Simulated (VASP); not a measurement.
# Na in VASP: single point with PBE

Aim: the single point of Na with PBE.

Program: VASP 6.6.1. These are calculated values, not measurements. Logs are shortened: lines on timing, memory, paths and dates and some standing lists are left out, and cuts for length are marked.

## 1. The cell of the first run

The cell holds a slab with vacuum, 10 atoms: a = 3.761 Å, b = 10.001 Å, c = 23.856 Å, α = 90.00°, β = 90.00°, γ = 90.00°.

## 2. Single point, PBE

The input, INCAR:

```
PREC     = Accurate       # precision mode
ENCUT    = 520            # plane-wave cutoff, eV
EDIFF    = 1E-7           # SCF threshold, eV
ISMEAR   = 0              # smearing method
SIGMA    = 0.1            # smearing width, eV
LREAL    = False          # projectors in reciprocal space
LASPH    = True           # aspherical terms in the spheres
NELM     = 60             # most SCF steps
ALGO     = Fast           # electronic algorithm
ISIF     = 2              # what is computed and relaxed
LWAVE    = False          # write WAVECAR
LCHARG   = False          # write CHGCAR
LDIPOL   = True         
IDIPOL   = 3            
DIPOL    = 0.5 0.5 0.500
GGA      = PE             # functional
NBANDS   = 46             # bands
```

The input, KPOINTS:

```
regular mesh
0
Gamma
  9 4 1
```

The input, POSCAR:

```
Na
1.0
    3.7613360301      0.0000000000      0.0000000000
    0.0000000000     10.0007888818      0.0000000000
    0.0000000000      0.0000000000     23.8558659330
Na
10
Direct
    0.5000000000      0.1297258015      0.3143880847
    0.0000000000      0.8116802282      0.3289436186
    0.5000000000      0.5774971764      0.4235738277
    0.0000000000      0.2594516031      0.4381293616
    0.5000000000      0.9414060297      0.4526848954
    0.0000000000      0.7072229780      0.5473151046
    0.5000000000      0.3891774046      0.5618706384
    0.0000000000      0.0711318313      0.5764261723
    0.5000000000      0.8369487795      0.6710563814
    0.0000000000      0.5189032062      0.6856119153
```

Potentials or basis: VASP PAW PBE potentials, release 64 (Na_pv).

On the command line:

```bash
$ cat potpaw_PBE.64/Na_pv/POTCAR > POTCAR
$ mpirun -np 1 vasp_std > vasp.out
```

OUTCAR:

```text
PREC = Accurate
   ENCUT = 520
   EDIFF = 1E-7
   ISMEAR = 0
   LREAL = False
   LASPH = True
   NELM = 60
   ISIF = 2
   GGA = PE

 ion  position               nearest neighbor table
   1  0.500  0.130  0.314-
   2  0.000  0.812  0.329-
   3  0.500  0.577  0.424-
   4  0.000  0.259  0.438-
   5  0.500  0.941  0.453-
   6  0.000  0.707  0.547-
   7  0.500  0.389  0.562-
   8  0.000  0.071  0.576-
   9  0.500  0.837  0.671-
  10  0.000  0.519  0.686-

  LATTYP: Found a simple orthorhombic cell.
 ALAT       =     3.7613360301
 B/A-ratio  =     2.6588395192
 C/A-ratio  =     6.3423915710

  Lattice vectors:

 A1 = (   3.7613360301,   0.0000000000,   0.0000000000)
 A2 = (   0.0000000000,  10.0007888818,   0.0000000000)
 A3 = (   0.0000000000,   0.0000000000,  23.8558659330)

Analysis of symmetry for initial positions (statically):
=====================================================================
 Subroutine PRICEL returns:
 Original cell was already a primitive cell.

 Routine SETGRP: Setting up the symmetry group for a
 simple orthorhombic supercell.

 Subroutine GETGRP returns: Found  4 space group operations
 (whereof  2 operations were pure point group operations)
 out of a pool of  8 trial point group operations.

The static configuration has the point symmetry C_1h.
 The point group associated with its full space group is C_2h.

Analysis of symmetry for dynamics (positions and initial velocities):
=====================================================================
 Subroutine PRICEL returns:
 Original cell was already a primitive cell.

 Routine SETGRP: Setting up the symmetry group for a
 simple orthorhombic supercell.

 Subroutine GETGRP returns: Found  4 space group operations
 (whereof  2 operations were pure point group operations)
 out of a pool of  8 trial point group operations.

The dynamic configuration has the point symmetry C_1h.
 The point group associated with its full space group is C_2h.

 Subroutine INISYM returns: Found  4 space group operations
 (whereof  2 operations are pure point group operations),
 and found     1 'primitive' translations

----------------------------------------------------------------------------------------

                                     Primitive cell

  volume of cell :     897.3701

  direct lattice vectors                    reciprocal lattice vectors
     3.761336030  0.000000000  0.000000000     0.265862978  0.000000000  0.000000000
     0.000000000 10.000788882  0.000000000     0.000000000  0.099992112  0.000000000
     0.000000000  0.000000000 23.855865933     0.000000000  0.000000000  0.041918411

  length of vectors
     3.761336030 10.000788882 23.855865933     0.265862978  0.099992112  0.041918411

  position of ions in fractional coordinates (direct lattice)
     0.500000000  0.129725802  0.314388085
     0.000000000  0.811680228  0.328943619
     0.500000000  0.577497176  0.423573828
     0.000000000  0.259451603  0.438129362
     0.500000000  0.941406030  0.452684895
     0.000000000  0.707222978  0.547315105
     0.500000000  0.389177405  0.561870638
     0.000000000  0.071131831  0.576426172
     0.500000000  0.836948779  0.671056381
     0.000000000  0.518903206  0.685611915

  ion indices of the primitive-cell ions
   primitive index   ion index
                 1           1
                 2           2
                 3           3
                 4           4
                 5           5
                 6           6
                 7           7
                 8           8
                 9           9
                10          10

----------------------------------------------------------------------------------------

 KPOINTS: regular mesh

Automatic generation of k-mesh.
 Grid dimensions read from file:
 generate k-points for:    9    4    1

 Generating k-lattice:

  Cartesian coordinates                     Fractional coordinates (reciprocal lattice)
     0.029540331  0.000000000  0.000000000     0.111111111  0.000000000  0.000000000
     0.000000000  0.024998028  0.000000000     0.000000000  0.250000000  0.000000000
     0.000000000  0.000000000  0.041918411     0.000000000  0.000000000  1.000000000

  Length of vectors
     0.029540331  0.024998028  0.041918411

  Shift w.r.t. Gamma in fractional coordinates (k-lattice)
     0.000000000  0.000000000  0.000000000

 Subroutine IBZKPT returns following result:
 ===========================================

 Found     15 irreducible k-points:

 Following reciprocal coordinates:
            Coordinates               Weight
  0.000000  0.000000  0.000000      1.000000
  0.111111  0.000000  0.000000      2.000000
  0.222222  0.000000  0.000000      2.000000
  0.333333  0.000000  0.000000      2.000000
  0.444444  0.000000  0.000000      2.000000
  0.000000  0.250000  0.000000      2.000000
  0.111111  0.250000  0.000000      4.000000
  0.222222  0.250000  0.000000      4.000000
  0.333333  0.250000  0.000000      4.000000
  0.444444  0.250000  0.000000      4.000000
  0.000000  0.500000  0.000000      1.000000
  0.111111  0.500000  0.000000      2.000000
  0.222222  0.500000  0.000000      2.000000
  0.333333  0.500000  0.000000      2.000000
  0.444444  0.500000  0.000000      2.000000
   k-points           NKPTS =     15   k-points in BZ     NKDIM =     15   number of bands    NBANDS=     46
   number of dos      NEDOS =    301   number of ions     NIONS =     10
   total plane-waves  NPLWV = 403200
   dimension x,y,z NGX =    28 NGY =   80 NGZ =  180
   dimension x,y,z NGXF=    56 NGYF=  160 NGZF=  360
   ions per type =              10
   NGX,Y,Z   is equivalent  to a cutoff of  12.38, 13.30, 12.54 a.u.
   NGXF,Y,Z  is equivalent  to a cutoff of  24.75, 26.60, 25.09 a.u.
 SYSTEM =  unknown system
   PREC   = accura    normal or accurate (medium, high low for compatibility)
   ISTART =      0    job   : 0-new  1-cont  2-samecut
   ICHARG =      2    charge: 1-file 2-atom 10-const
   ISPIN  =      1    spin polarized calculation?
   LNONCOLLINEAR =      F non collinear calculations
   LSORBIT =      F    spin-orbit coupling
   LASPH  =      T    aspherical Exc in radial PAW
   ENCUT  =  520.0 eV  38.22 Ry    6.18 a.u.   6.99 18.59 44.36*2*pi/ulx,y,z
   NELM   =     60;   NELMIN=  2; NELMDL= -5     # of ELM steps
   EDIFF  = 0.1E-06   stopping-criterion for ELM
   LREAL  =      F    real-space projection
   EDIFFG = 0.1E-05   stopping-criterion for IOM
   NSW    =      0    number of steps for IOM
   IBRION =     -1    ionic relax: 0-MD 1-quasi-New 2-CG
   NFREE  =      0    steps in history (QN), initial steepest desc. (CG)
   ISIF   =      2    stress and relaxation
   ISYM   =      2    0-nonsym 1-usesym 2-fastsym
   POTIM  = 0.5000    time-step for ionic-motion
   TEBEG  =    0.0;   TEEND  =   0.0 temperature during run
   PSTRESS=    0.0 pullay stress
   NELECT =      70.0000    total number of electrons
   NUPDOWN=      -1.0000    fix difference up-down
   EMIN   =  10.00;   EMAX   =-10.00  energy-range for DOS
   EFERMI =   0.00;   METHOD = LEGACY
   ISMEAR =     0;   SIGMA  =   0.10  broadening in eV -4-tet -1-fermi 0-gaus
   EFERMI_NEDOS =   21; number of points for ismear=-14 and -15
   IALGO  =     68    algorithm
   IMIX   =      4    mixing-type and parameters
     AMIX     =   0.40;   BMIX     =  1.00
     AMIX_MAG =   1.60;   BMIX_MAG =  1.00
  volume/ion in A,a.u.               =      89.74       605.58
  Fermi-wavevector in a.u.,A,eV,Ry     =   0.699493  1.321851  6.657209  0.489291
  Thomas-Fermi vector in A             =   1.783388
   LORBIT       =      0    0 simple, 1 ext, 2 COOP (PROOUT), +10 PAW based schemes
   GGA     = PE    functional components
   LHFCALC =     F    Hartree Fock is set to
   AEXX    =    0.0000 exact exchange contribution
   IVDW    =     0    specifies the selected vdW correction
   LEPSILON=     F    determine dielectric tensor
   LRPA    =     F    only Hartree local field effects (RPA)
 non-spin polarized calculation
 RMM-DIIS sequential band-by-band and
 Gauss-broadening in eV      SIGMA  =   0.10
  energy-cutoff  :      520.00
  volume of cell :      897.37
 maximum number of plane-waves:     24256
 NGX is ok and might be reduce to    28
   NGX = 13   NGY = 37   NGZ = 89

 number of electron      69.9999937 magnetization

 dipolmoment           0.000000      0.000000     -0.000002 electrons x Angstroem

 Free energy of the ion-electron system (eV)
  ---------------------------------------------------
  ext. energy  EPLUGINS =         0.00000000
  ---------------------------------------------------
  free energy    TOTEN  =       -11.94719211 eV

  energy without entropy =      -11.92321540  energy(sigma->0) =      -11.93520376

 E-fermi :  -1.3906     XC(G=0):  -3.4069

 val. band max:       -1.4201882074   @ k =   0.2222   0.2500   0.0000
 cond. band min:      -1.3201519594   @ k =   0.4444   0.2500   0.0000
 fundamental gap:      0.1000362480
 Fermi energy:        -1.3906293515

 k-point     1 :       0.0000    0.0000    0.0000
  band No.  band energies     occupation
      1     -26.6358      2.00000
      2     -26.6358      2.00000
      3     -26.6244      2.00000
      4     -26.6244      2.00000
      5     -26.6208      2.00000
      6     -26.6208      2.00000
[... 38 lines left out ...]
     45       1.5634      0.00000
     46       1.5845      0.00000

 k-point     2 :       0.1111    0.0000    0.0000
  band No.  band energies     occupation
      1     -26.6355      2.00000
      2     -26.6355      2.00000
      3     -26.6241      2.00000
      4     -26.6241      2.00000
      5     -26.6206      2.00000
      6     -26.6206      2.00000
[... 629 lines left out ...]
 k-point    15 :       0.4444    0.5000    0.0000
  band No.  band energies     occupation
      1     -26.6339      2.00000
      2     -26.6338      2.00000
      3     -26.6272      2.00000
      4     -26.6272      2.00000
      5     -26.6206      2.00000
      6     -26.6206      2.00000
[... 38 lines left out ...]
     45       1.2779      0.00000
     46       1.3247      0.00000

------------------------ aborting loop because EDIFF is reached ----------------------------------------

 vacuum level on the upper side and lower side of the slab       (xc-potential included)        -0.147        -0.147

  FORCE on cell =-STRESS in cart. coord.  units (eV):
  Direction    XX          YY          ZZ          XY          YZ          ZX
  --------------------------------------------------------------------------------------
  -------------------------------------------------------------------------------------
  Total       -0.6174294     -0.6585375     -0.6054291      0.0000000     -0.3889359      0.0000000
  in kB       -1.1023673     -1.1757623     -1.0809418      0.0000000     -0.6944118      0.0000000
  external PRESSURE =      -1.1196905 kB  Pullay stress =       0.0000000 kB

 VOLUME and BASIS-vectors are now :
 -----------------------------------------------------------------------------
  energy-cutoff  :      520.00
  volume of cell :      897.37
      direct lattice vectors                 reciprocal lattice vectors
     3.761336030  0.000000000  0.000000000     0.265862978  0.000000000  0.000000000
     0.000000000 10.000788882  0.000000000     0.000000000  0.099992112  0.000000000
     0.000000000  0.000000000 23.855865933     0.000000000  0.000000000  0.041918411

 POSITION                                       TOTAL-FORCE (eV/Angst)
 -----------------------------------------------------------------------------------
      1.88067      1.29736      7.50000         0.000000      0.022463      0.049822
      0.00000      8.11744      7.84723         0.000000      0.036715      0.038154
      1.88067      5.77543     10.10472         0.000000     -0.019732     -0.023989
      0.00000      2.59472     10.45196         0.000000     -0.009161     -0.007390
      1.88067      9.41480     10.79919         0.000000     -0.005534     -0.027135
      0.00000      7.07279     13.05668         0.000000      0.005534      0.027135
      1.88067      3.89208     13.40391         0.000000      0.009161      0.007390
      0.00000      0.71137     13.75115         0.000000      0.019732      0.023989
      1.88067      8.37015     16.00863         0.000000     -0.036715     -0.038154
      0.00000      5.18944     16.35587         0.000000     -0.022463     -0.049822
 -----------------------------------------------------------------------------------
    total drift:                                0.000000      0.000005     -0.000061

  FREE ENERGIE OF THE ION-ELECTRON SYSTEM (eV)
  ---------------------------------------------------
  free  energy   TOTEN  =       -11.9471921128 eV

  energy  without entropy=      -11.9232153978  energy(sigma->0) =      -11.93520376

 vacuum level on the upper side and lower side of the slab         1.167         1.167
```

Wall time 33 min (1 thread of AMD EPYC 7R13, shared host); peak memory 1 GiB.

What came out:

* Free energy: -11.9472 eV
* Largest force: 0.055 eV/Å
* Band gap on the k mesh: zero (bands 35 and 36 overlap by 1.25 eV)

Forces in eV/Å, atoms in the order of the input:
```
Na   0.000  0.022  0.050
Na   0.000  0.037  0.038
Na   0.000 -0.020 -0.024
Na   0.000 -0.009 -0.007
Na   0.000 -0.006 -0.027
Na   0.000  0.006  0.027
Na   0.000  0.009  0.007
Na   0.000  0.020  0.024
Na   0.000 -0.037 -0.038
Na   0.000 -0.022 -0.050
```

Levels at points of the mesh, in eV from the Fermi level:
| k point | band 33 | band 34 | band 35 | band 36 | band 37 | band 38 | band 39 | band 40 |
| --- | --- | --- | --- | --- | --- | --- | --- | --- |
| (0.00, 0.00, 0.00) | -1.51 | -1.42 | -1.26 | -0.60 | -0.43 | -0.16 | 0.51 | 0.72 |
| (0.00, 0.50, 0.00) | -1.99 | -1.63 | -0.91 | -0.56 | 0.28 | 0.34 | 0.47 | 0.65 |

The gap in the log of VASP goes by the Fermi energy; the results here count the filled bands.